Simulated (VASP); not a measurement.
GdOF, 6 atoms in the cell. The structure is tetragonal, space group P4/nmm (No. 129). The conventional cell has a = 3.895 Å, b = 3.895 Å, c = 5.550 Å, α = 90.00°, β = 90.00°, γ = 90.00°. Gd (site symmetry 4mm) has 4 O at 2.28 Å and 4 F at 2.51 Å within 3.0 Å. O (site symmetry -4m2) has 4 Gd at 2.28 Å and 4 O at 2.75 Å and 2 F at 2.78 Å within 3.0 Å. F (site symmetry -4m2) has 4 Gd at 2.51 Å and 4 F at 2.75 Å and 2 O at 2.78 Å within 3.3 Å. 

| Quantity | Value |
| --- | --- |
| Program | VASP 6.6.1 |
| Task | single point |
| Functional | LDA |
| Potentials or basis | VASP PAW PBE potentials, release 64 (Gd, O, F) |
| Cutoff | 520 eV |
| k mesh | 6 × 6 × 4 |
| Occupations | gaussian, width 0.05 eV |
| Spin | collinear spin, antiferromagnetic start |
| Starting moments | [4.9, -4.9, 0.0, 0.0, 0.0, 0.0] μB |
| Hubbard terms | Gd f U = 8.0 eV |
| Dipole correction | no |
| Further INCAR settings | ALGO = Normal; EDIFF = 1e-07; NBANDS = 44 |

Potentials or basis: VASP PAW PBE potentials, release 64 (Gd, O, F).

The run is started by

```sh
$ cat potpaw_PBE.64/Gd/POTCAR potpaw_PBE.64/O/POTCAR potpaw_PBE.64/F/POTCAR > POTCAR
$ mpirun -np 1 vasp_std > vasp.out
```

Hardware: 1 thread of Intel Xeon 8259CL (shared host).

Task: How long does it take, and how much memory?

Result: It took 17 min on 1 thread of Intel Xeon 8259CL, with other jobs on the host, peak memory 0.27 GiB. Counts: scf iterations 27, k points 30.
